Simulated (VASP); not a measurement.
# Pd: single point with PBEsol

The system is Pd.

```
Pd
1.0
     0.00000    1.99352    1.89628
     1.99352    0.00000    1.89628
     1.99352    1.99352    0.00000
Pd
1
Direct
  0.00000 0.00000 0.00000
```

This cell differs from its parent crystal: strain +0.025 along x and y, -0.025 along z.

* Program: VASP 6.6.1
* Task: single point
* Functional: PBEsol
* Potentials or basis: VASP PAW PBE potentials, release 64 (Pd)
* Cutoff: 520 eV
* k mesh: 20 × 20 × 20
* Occupations: gaussian, width 0.15 eV
* Spin: no spin polarisation

The pressure is -6.6 GPa and the band gap on the k mesh is zero (bands 5 and 6 overlap by 1.65 eV).

Stress tensor (GPa, compression positive):
```
-7.30  0.00  0.00
 0.00 -7.30  0.00
 0.00  0.00 -5.26
```

Levels at points of the mesh, in eV from the Fermi level:
```tsv
k point	band 2	band 3	band 4	band 5	band 6	band 7	band 8	band 9
(0.00, 0.00, 0.00)	-2.89	-2.89	-2.45	-1.42	-0.96	17.16	21.39	21.39
(0.50, 0.00, 0.00)	-3.01	-2.57	-0.12	0.09	0.98	7.11	16.40	20.28
(0.50, 0.50, 0.00)	-4.96	-0.04	0.29	0.29	3.93	11.40	12.39	12.39
(0.50, 0.00, 0.50)	-4.94	-0.05	0.12	0.42	2.95	10.06	13.19	13.48
```

Wall time 3 min on 1 thread of Intel Xeon 8259CL (shared host), peak memory 0.22 GiB.

Caveat: the cell differs from its parent crystal (strain +0.025 along x and y, -0.025 along z); the cell stands under tension; the PAW data sets were made with another functional, which shifts forces and pressure a little.
